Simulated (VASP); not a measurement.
# BaTe in VASP: further runs, part 2 of 2

VASP 6.6.1.

**6. Single point, LDA (strain -0.050 along x and y, -0.025 along z)**

INCAR reads:

```
PREC = Accurate
ENCUT = 520
EDIFF = 1E-6
ISMEAR = 0
SIGMA = 0.05
LREAL = F
LASPH = T
NELM = 80
ALGO = Normal
ISIF = 2
LWAVE = F
LCHARG = F
NBANDS = 15
```

KPOINTS reads:

```
Automatic mesh
0
Gamma
  6 6 6
```

POSCAR reads:

```
BaTe
1.0
    4.0493427000      0.0000000000      0.0000000000
    0.0000000000      4.0493427000      0.0000000000
    0.0000000000      0.0000000000      4.1559043500
Ba Te
1 1
Direct
    0.0000000000      0.0000000000      0.0000000000
    0.5000000000      0.5000000000      0.5000000000
```

Potentials or basis: VASP PAW LDA potentials, release 64 (Ba_sv, Te).

Started as:

```console
$ cat potpaw_LDA.64/Ba_sv/POTCAR potpaw_LDA.64/Te/POTCAR > POTCAR
$ mpirun -np 1 vasp_std > vasp.out
```

OUTCAR:

```text
PREC = Accurate
   ENCUT = 520
   EDIFF = 1E-6
   ISMEAR = 0
   LREAL = F
   LASPH = T
   NELM = 80
   ISIF = 2

 ion  position               nearest neighbor table
   1  0.000  0.000  0.000-   2 3.54   2 3.54   2 3.54   2 3.54   2 3.54   2 3.54   2 3.54   2 3.54

   2  0.500  0.500  0.500-   1 3.54   1 3.54   1 3.54   1 3.54   1 3.54   1 3.54   1 3.54   1 3.54

  LATTYP: Found a simple tetragonal cell.
 ALAT       =     4.0493427000
 C/A-ratio  =     1.0263157895

  Lattice vectors:

 A1 = (   4.0493427000,   0.0000000000,   0.0000000000)
 A2 = (   0.0000000000,   4.0493427000,   0.0000000000)
 A3 = (   0.0000000000,   0.0000000000,   4.1559043500)

Analysis of symmetry for initial positions (statically):
=====================================================================
 Subroutine PRICEL returns:
 Original cell was already a primitive cell.

 Routine SETGRP: Setting up the symmetry group for a
 simple tetragonal supercell.

 Subroutine GETGRP returns: Found 16 space group operations
 (whereof 16 operations were pure point group operations)
 out of a pool of 16 trial point group operations.

The static configuration has the point symmetry D_4h.

Analysis of symmetry for dynamics (positions and initial velocities):
=====================================================================
 Subroutine PRICEL returns:
 Original cell was already a primitive cell.

 Routine SETGRP: Setting up the symmetry group for a
 simple tetragonal supercell.

 Subroutine GETGRP returns: Found 16 space group operations
 (whereof 16 operations were pure point group operations)
 out of a pool of 16 trial point group operations.

The dynamic configuration has the point symmetry D_4h.

 Subroutine INISYM returns: Found 16 space group operations
 (whereof 16 operations are pure point group operations),
 and found     1 'primitive' translations

[... 121 lines left out ...]
   AEXX    =    0.0000 exact exchange contribution
   IVDW    =     0    specifies the selected vdW correction
   LEPSILON=     F    determine dielectric tensor
   LRPA    =     F    only Hartree local field effects (RPA)
 non-spin polarized calculation
 Gauss-broadening in eV      SIGMA  =   0.05
  energy-cutoff  :      520.00
  volume of cell :       68.15
 maximum number of plane-waves:      1856
   NGX = 15   NGY = 15   NGZ = 15

 number of electron      16.0000000 magnetization

 Free energy of the ion-electron system (eV)
  ---------------------------------------------------
  ext. energy  EPLUGINS =         0.00000000
  ---------------------------------------------------
  free energy    TOTEN  =        -9.34905254 eV

  energy without entropy =       -9.34904953  energy(sigma->0) =       -9.34905104

 E-fermi :   4.8562     XC(G=0):  -9.5826

 val. band max:        4.7429424415   @ k =   0.5000   0.0000   0.5000
 cond. band min:       4.9623559446   @ k =   0.0000   0.0000   0.0000
 fundamental gap:      0.2194135031
 Fermi energy:         4.8561926025

 k-point     1 :       0.0000    0.0000    0.0000
  band No.  band energies     occupation
      1     -23.2230      2.00000
      2      -8.2783      2.00000
      3      -8.2359      2.00000
      4      -8.2359      2.00000
      5      -6.1980      2.00000
      6       4.1404      2.00000
      7       4.3814      2.00000
      8       4.3814      2.00000
      9       4.9624      0.00268
     10       5.0009      0.00004
     11       7.5795      0.00000
     12       9.3719      0.00000
     13       9.3719      0.00000
     14       9.5799      0.00000
[... 401 lines left out ...]
      2      -8.9430      2.00000
      3      -8.6132      2.00000
      4      -8.1100      2.00000
      5      -5.3987      2.00000
      6       1.8834      2.00000
      7       2.6507      2.00000
      8       4.3818      2.00000
      9       5.8400      0.00000
     10       7.7838      0.00000
     11       7.9952      0.00000
     12       8.2380      0.00000
     13       9.8467      0.00000
     14      11.8446      0.00000
     15      12.3062      0.00000

 [... further k-points ...]

------------------------ aborting loop because EDIFF is reached ----------------------------------------

  FORCE on cell =-STRESS in cart. coord.  units (eV):
  Direction    XX          YY          ZZ          XY          YZ          ZX
  --------------------------------------------------------------------------------------
  -------------------------------------------------------------------------------------
  Total        1.0634345      1.0634345      0.1826814      0.0000000      0.0000000     -0.0000000
  in kB       25.0026879     25.0026879      4.2950706      0.0000000      0.0000000     -0.0000000
  external PRESSURE =      18.1001488 kB  Pullay stress =       0.0000000 kB

 VOLUME and BASIS-vectors are now :
 -----------------------------------------------------------------------------
  energy-cutoff  :      520.00
  volume of cell :       68.15
      direct lattice vectors                 reciprocal lattice vectors
     4.049342700  0.000000000  0.000000000     0.246953660  0.000000000  0.000000000
     0.000000000  4.049342700  0.000000000     0.000000000  0.246953660  0.000000000
     0.000000000  0.000000000  4.155904350     0.000000000  0.000000000  0.240621515

 POSITION                                       TOTAL-FORCE (eV/Angst)
 -----------------------------------------------------------------------------------
      0.00000      0.00000      0.00000         0.000000      0.000000      0.000000
      2.02467      2.02467      2.07795         0.000000      0.000000      0.000000
 -----------------------------------------------------------------------------------
    total drift:                                0.000000     -0.000000     -0.000000

  FREE ENERGIE OF THE ION-ELECTRON SYSTEM (eV)
  ---------------------------------------------------
  free  energy   TOTEN  =        -9.3490525440 eV

  energy  without entropy=       -9.3490495299  energy(sigma->0) =       -9.34905104
```

OSZICAR:

```text
N       E                     dE             d eps       ncg     rms          rms(c)
DAV:   1     0.787390474818E+02    0.78739E+02   -0.65329E+03  1200   0.915E+02
DAV:   2    -0.515793732589E+01   -0.83897E+02   -0.76971E+02  1658   0.162E+02
DAV:   3    -0.938614085733E+01   -0.42282E+01   -0.41910E+01  1665   0.380E+01
DAV:   4    -0.947673394305E+01   -0.90593E-01   -0.90580E-01  1557   0.562E+00
DAV:   5    -0.947884618963E+01   -0.21122E-02   -0.21122E-02  1736   0.686E-01    0.449E+00
DAV:   6    -0.937027112945E+01    0.10858E+00   -0.80035E-02  1403   0.183E+00    0.282E+00
DAV:   7    -0.935020094037E+01    0.20070E-01   -0.74174E-02  1576   0.164E+00    0.639E-01
DAV:   8    -0.934909351469E+01    0.11074E-02   -0.13184E-02  1340   0.664E-01    0.172E-01
DAV:   9    -0.934910352114E+01   -0.10006E-04   -0.72497E-04  1385   0.185E-01    0.674E-02
DAV:  10    -0.934905827178E+01    0.45249E-04   -0.96835E-05  1557   0.721E-02    0.239E-02
DAV:  11    -0.934905221081E+01    0.60610E-05   -0.71815E-05  1375   0.432E-02    0.153E-02
DAV:  12    -0.934905254404E+01   -0.33323E-06   -0.80500E-06  1480   0.145E-02
   1 F= -.93490525E+01 E0= -.93490510E+01  d E =-.301409E-05
```

stdout:

```text
POSCAR found type information on POSCAR BaTe
 POSCAR found :  2 types and       2 ions
 scaLAPACK will be used
 LDA part: xc-table for (Slater(with rela. corr.)+CA(PZ))
 , standard interpolation
 POSCAR, INCAR and KPOINTS ok, starting setup
 FFT: planning ... GRIDC
 FFT: planning ... GRID_SOFT
 FFT: planning ... GRID
 WAVECAR not read
 entering main loop
```

Wall time 24 s (1 thread of Intel Xeon Platinum 8488C (Sapphire Rapids), shared host); peak memory 0.17 GiB.

Results:

```
Free energy            : -9.3491 eV
Pressure               : 1.8 GPa
Band gap on the k mesh : 0.22 eV, indirect (least direct gap 0.58 eV)
```

Stress tensor (GPa, compression positive):
```
2.50 0.00 0.00
0.00 2.50 0.00
0.00 0.00 0.43
```

Caveat: the cell differs from its parent crystal (strain -0.050 along x and y, -0.025 along z); spin-orbit coupling is left out, which moves the levels of the heavy elements. A k mesh can miss the band edges.

**7. Summary**

```tsv
cell	gap on the mesh (eV)	pressure (GPa)
a = 4.049 Å, 2 atoms	0.24	3.1
a = 4.156 Å, 2 atoms	0.47	-0.4
a = 4.369 Å, 2 atoms	0.82	-4.5
a = 4.476 Å, 2 atoms	0.94	-5.5
a = 4.049, b = 4.049, c = 4.156 Å, 2 atoms	0.22	1.8
```

Alike in all rows: task single point; level LDA; potentials or basis VASP PAW LDA potentials, release 64 (Ba_sv, Te); no spin polarisation; k mesh 6 × 6 × 6; cutoff (eV) 520; smearing gaussian 0.05 eV.

Caveats: spin-orbit coupling is left out, which moves the levels of the heavy elements.

Absolute energies hang on the potentials; compare differences alone.
